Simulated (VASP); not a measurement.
Write the native input for VASP 6.6.1 that does the following.

```yaml
Task: relaxation of cell and atoms
Functional: PBEsol
Potentials_or_basis: VASP PAW PBE potentials, release 64 (Ni)
Cutoff: 600 eV
k_mesh: 13 × 13 × 13
Occupations: fermi-dirac, width 0.05 eV
Spin: collinear spin, ferromagnetic start
Starting_moments: "[1.0] μB"
Dipole_correction: no
Further_INCAR_settings: ALGO = Normal; EDIFF = 1e-06; IBRION = 2; EDIFFG = -0.01; NSW = 80; ISIF = 3
```

The structure of Ni lies in POSCAR:

```
Ni
1.0
   -1.3837154700      1.3837154700      1.3837154700
    1.3837154700     -1.3837154700      1.3837154700
    1.3837154700      1.3837154700     -1.3837154700
Ni
1
Direct
    0.0000000000      0.0000000000      0.0000000000
```

These files were run (other wordings do the same):

INCAR

```
SYSTEM = Ni
ALGO     = Normal         ! electronic algorithm
EDIFF    = 1E-6           ! SCF threshold, eV
EDIFFG   = -0.01          ! ionic threshold
ENCUT    = 600            ! plane-wave cutoff, eV
GGA      = PS             ! functional
IBRION   = 2              ! ionic algorithm
ISIF     = 3              ! what is computed and relaxed
ISMEAR   = -1             ! smearing method
ISPIN    = 2              ! spin polarisation
LASPH    = .True.         ! aspherical terms in the spheres
LCHARG   = .False.        ! write CHGCAR
LMAXMIX  = 4              ! l up to which the mixer works
LORBIT   = 11             ! projections on sites
LREAL    = .False.        ! projectors in reciprocal space
LWAVE    = .False.        ! write WAVECAR
MAGMOM   = 1              ! initial moments
NELM     = 150            ! most SCF steps
NSW      = 80             ! ionic steps
PREC     = Accurate       ! precision mode
SIGMA    = 0.05           ! smearing width, eV
```

KPOINTS

```
k-points
0
Gamma
  13 13 13
  0 0 0
```

Potentials or basis: VASP PAW PBE potentials, release 64 (Ni).

The run is started by

```sh
$ cat potpaw_PBE.64/Ni/POTCAR > POTCAR
$ mpirun -np 1 vasp_std > vasp.out
```

Results of the run:

```json
{
 "Relaxed volume": "10.47 Å³/atom",
 "Relaxed cell": "a = 2.387 Å, b = 2.387 Å, c = 2.387 Å, α = 109.47°, β = 109.47°, γ = 109.47°",
 "Space group after relaxing (to 0.05 Å)": "Im-3m (No. 229)",
 "Energy gained by relaxing": "1.0 meV/atom",
 "Ionic steps": "3",
 "Pressure after relaxing": "0.0 GPa",
 "Net moment": "0.57 μB per cell",
 "Site moments": "Ni +0.57 μB",
 "Valence electrons inside the program's atomic spheres": "Ni 9.39"
}
```

Caveat: the PAW data sets were made with another functional, which shifts forces and pressure a little.

Wall time 40 s on 1 thread of Intel(R) Xeon(R) Platinum 8488C (Sapphire Rapids) (shared host), peak memory 0.15 GiB.
